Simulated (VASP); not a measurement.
# VO2 (P4_2/mnm) in VASP: a series of runs, part 2 of 2

VASP 6.6.1. The steps go on from the part before.

### Step 3. Electric field gradients, PBE, collinear spin, ferromagnetic start

INCAR

```
SYSTEM = VO2
  PREC = Accurate
  ENCUT = 520
  EDIFF = 1E-8
  ISMEAR = -1
  SIGMA = 0.02
  LREAL = .False.
  LASPH = .True.
  NELM = 200
  ALGO = Normal
  ISIF = 2
  LWAVE = .False.
  LCHARG = .False.
  ISPIN = 2
  MAGMOM = 1 1 0 0 0 0
  LORBIT = 11
  LMAXMIX = 4
  GGA = PE
  LEFG = .True.
  NBANDS = 38
  GGA_COMPAT = .False.
```

KPOINTS

```
regular mesh
0
Gamma
  7 7 11
  0 0 0
```

POSCAR

```
VO2
1.0
    4.5546000000      0.0000000000      0.0000000000
    0.0000000000      4.5546000000      0.0000000000
    0.0000000000      0.0000000000      2.8528000000
V O
2 4
Direct
    0.0000000000      0.0000000000      0.0000000000
    0.5000000000      0.5000000000      0.5000000000
    0.3001000000      0.3001000000      0.0000000000
    0.1999000000      0.8001000000      0.5000000000
    0.6999000000      0.6999000000      0.0000000000
    0.8001000000      0.1999000000      0.5000000000
```

Potentials or basis: VASP PAW PBE potentials, release 64 (V_sv, O).

Launch:

```sh
$ cat potpaw_PBE.64/V_sv/POTCAR potpaw_PBE.64/O/POTCAR > POTCAR
$ mpirun -np 1 vasp_std > vasp.out
```

OUTCAR:

```text
SYSTEM = VO2
   PREC = Accurate
   ENCUT = 520
   EDIFF = 1E-8
   ISMEAR = -1
   LREAL = .False.
   LASPH = .True.
   NELM = 200
   ISIF = 2
   ISPIN = 2
   LORBIT = 11
   GGA = PE

 ion  position               nearest neighbor table
   1  0.000  0.000  0.000-   4 1.92   6 1.92   4 1.92   6 1.92   5 1.93   3 1.93
   2  0.500  0.500  0.500-   3 1.92   5 1.92   3 1.92   5 1.92   4 1.93   6 1.93
   3  0.300  0.300  0.000-   2 1.92   2 1.92   1 1.93
   4  0.200  0.800  0.500-   1 1.92   1 1.92   2 1.93
   5  0.700  0.700  0.000-   2 1.92   2 1.92   1 1.93
   6  0.800  0.200  0.500-   1 1.92   1 1.92   2 1.93

  LATTYP: Found a simple tetragonal cell.
 ALAT       =     4.5546000000
 C/A-ratio  =     0.6263557722

  Lattice vectors:

 A1 = (   4.5546000000,   0.0000000000,   0.0000000000)
 A2 = (   0.0000000000,   4.5546000000,   0.0000000000)
 A3 = (   0.0000000000,   0.0000000000,   2.8528000000)

Analysis of symmetry for initial positions (statically):
=====================================================================
 Subroutine PRICEL returns:
 Original cell was already a primitive cell.

 Routine SETGRP: Setting up the symmetry group for a
 simple tetragonal supercell.

 Subroutine GETGRP returns: Found 16 space group operations
 (whereof  8 operations were pure point group operations)
 out of a pool of 16 trial point group operations.

The static configuration has the point symmetry D_2h.
 The point group associated with its full space group is D_4h.

Analysis of symmetry for dynamics (positions and initial velocities):
=====================================================================
 Subroutine PRICEL returns:
 Original cell was already a primitive cell.

 Routine SETGRP: Setting up the symmetry group for a
 simple tetragonal supercell.

[... 2136 lines left out ...]
      1.36684      1.36684      0.00000        -0.048391     -0.048391      0.000000
      0.91046      3.64414      1.42640         0.048391     -0.048391      0.000000
      3.18776      3.18776      0.00000         0.048391      0.048391      0.000000
      3.64414      0.91046      1.42640        -0.048391      0.048391      0.000000
 -----------------------------------------------------------------------------------
    total drift:                                0.000000      0.000000      0.000000

  FREE ENERGIE OF THE ION-ELECTRON SYSTEM (eV)
  ---------------------------------------------------
  free  energy   TOTEN  =       -51.9498118557 eV

  energy  without entropy=      -51.9452135871  energy(sigma->0) =      -51.94751272

 Electric field gradients (V/A^2)
---------------------------------------------------------------------
 ion       V_xx      V_yy      V_zz      V_xy      V_xz      V_yz
---------------------------------------------------------------------
   1      -1.424    -1.424     2.847     5.562     0.000    -0.000
   2      -1.424    -1.424     2.847    -5.562     0.000     0.000
   3      -0.766    -0.766     1.533    26.651     0.000    -0.000
   4      -0.766    -0.766     1.533   -26.651    -0.000    -0.000
   5      -0.766    -0.766     1.533    26.651     0.000    -0.000
   6      -0.766    -0.766     1.533   -26.651    -0.000    -0.000
---------------------------------------------------------------------

 Electric field gradients after diagonalization (V/A^2)
 (convention: |V_zz| > |V_xx| > |V_yy|)
----------------------------------------------------------------------
 ion       V_xx      V_yy      V_zz     asymmetry (V_yy - V_xx)/ V_zz
----------------------------------------------------------------------
   1       4.139     2.847    -6.986       0.185
   2       4.139     2.847    -6.986       0.185
   3      25.885     1.533   -27.417       0.888
   4      25.885     1.533   -27.417       0.888
   5      25.885     1.533   -27.417       0.888
   6      25.885     1.533   -27.417       0.888
----------------------------------------------------------------------

           NMR quadrupolar parameters

 Cq : quadrupolar parameter    Cq=e*Q*V_zz/h
 eta: asymmetry parameters     (V_yy - V_xx)/ V_zz
 Q  : nuclear electric quadrupole moment in mb (millibarn)
----------------------------------------------------------------------
 ion       Cq(MHz)       eta       Q (mb)
----------------------------------------------------------------------
   1      -0.017       0.185       1.000
   2      -0.017       0.185       1.000
   3      -0.066       0.888       1.000
   4      -0.066       0.888       1.000
   5      -0.066       0.888       1.000
   6      -0.066       0.888       1.000
----------------------------------------------------------------------

 total charge

# of ion       s       p       d       tot
------------------------------------------
    1        2.283   6.337   2.909  11.529
    2        2.283   6.337   2.909  11.529
    3        1.573   3.478   0.000   5.051
    4        1.573   3.478   0.000   5.051
    5        1.573   3.478   0.000   5.051
    6        1.573   3.478   0.000   5.051
--------------------------------------------------
tot         10.858  26.585   5.817  43.260

 magnetization (x)

# of ion       s       p       d       tot
------------------------------------------
    1        0.013   0.012   1.024   1.049
    2        0.013   0.012   1.024   1.049
    3       -0.002  -0.051   0.000  -0.053
    4       -0.002  -0.051   0.000  -0.053
    5       -0.002  -0.051   0.000  -0.053
    6       -0.002  -0.051   0.000  -0.053
--------------------------------------------------
tot          0.019  -0.180   2.047   1.886
```

stdout:

```text
POSCAR found type information on POSCAR V O
 POSCAR found :  2 types and       6 ions
 scaLAPACK will be used
 LDA part: xc-table for (Slater+PW92), standard interpolation
 POSCAR, INCAR and KPOINTS ok, starting setup
 FFT: planning ... GRIDC
 FFT: planning ... GRID_SOFT
 FFT: planning ... GRID
 WAVECAR not read
 entering main loop
ion   1

ion   2

ion   3

ion   4

ion   5

ion   6
```

Run time: 4.6 min. Hardware: 1 thread of Intel Xeon Platinum 8375C at 2.90GHz (Ice Lake), shared host; peak memory 0.32 GiB.

What came out:

```yaml
Free_energy: -51.9498 eV
Pressure: 2.6 GPa
Largest_force: 0.068 eV/Å
Band_gap_on_the_k_mesh: zero (filled and empty bands overlap)
Net_moment: 2.00 μB per cell
Site_moments: V +1.05; O -0.05 μB
Largest_electric_field_gradient_by_atom: V -7.0; O -27.4 V/Å²
Valence_electrons_inside_the_program's_atomic_spheres: V 11.53; O 5.05
```

Forces in eV/Å, atoms in the order of the input:
```
V    0.000  0.000  0.000
V    0.000  0.000  0.000
O   -0.048 -0.048  0.000
O    0.048 -0.048  0.000
O    0.048  0.048  0.000
O   -0.048  0.048  0.000
```

Electric field gradients, principal values (V/Å²):
| atom | least | middle | greatest (by size) |
| --- | --- | --- | --- |
| 1 V | 2.847 | 4.139 | -6.986 |
| 2 V | 2.847 | 4.139 | -6.986 |
| 3 O | 1.533 | 25.885 | -27.417 |
| 4 O | 1.533 | 25.885 | -27.417 |
| 5 O | 1.533 | 25.885 | -27.417 |
| 6 O | 1.533 | 25.885 | -27.417 |

Caveat: without QUAD_EFG the Cq values of the log hold for a quadrupole moment of 1 mb, not for the nuclei; semilocal functionals often make such compounds metallic where correlation or magnetic order opens a gap, which also shifts bond lengths.
